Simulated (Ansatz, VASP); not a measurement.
**TiO2: VASP beside Ansatz**

```
Ti O
1.0
    -2.05602    2.05602    4.21402
     2.05602   -2.05602    4.21402
     2.05602    2.05602   -4.21402
Ti O
2 4
Direct
  0.00000 0.00000 0.00000
  0.75000 0.25000 0.50000
  0.21034 0.21034 0.00000
  0.96034 0.46034 0.50000
  0.53966 0.03966 0.50000
  0.78966 0.78966 0.00000
```

Alike in both runs: task single point; functional PBE; k mesh 8 × 8 × 8; occupations gaussian, width 0.05 eV; no spin polarisation; Hubbard terms Ti d U = 4.0 eV.

```csv
,VASP,Ansatz
version,VASP 6.6.1,Ansatz 0.2.0
potentials or method,"VASP PAW PBE potentials, release 64 (Ti_sv, O), cutoff 520 eV","scalar-relativistic, plane waves, PAW"
valence electrons in the cell,48,48
```

|  | VASP | Ansatz | Ansatz less VASP |
| --- | --- | --- | --- |
| gap on the k mesh at the Fermi level (eV) | 2.58 | 2.71 | +0.129 |
| least direct gap on the mesh (eV) | 2.61 | 2.73 | +0.119 |
| pressure (GPa) | 17.0 | 12.9 | -4.11 |
| traceless stress, the component that is largest in VASP (GPa) | 49.16 | 44.90 | -4.260 |
| rms of the force components (eV/Å) | 1.797 | 1.557 | -0.2408 |

The programs project onto different local orbitals, so the same U acts differently, and such runs can settle in different states. Atom by atom the forces differ by 0.241 eV/Å (rms over components).
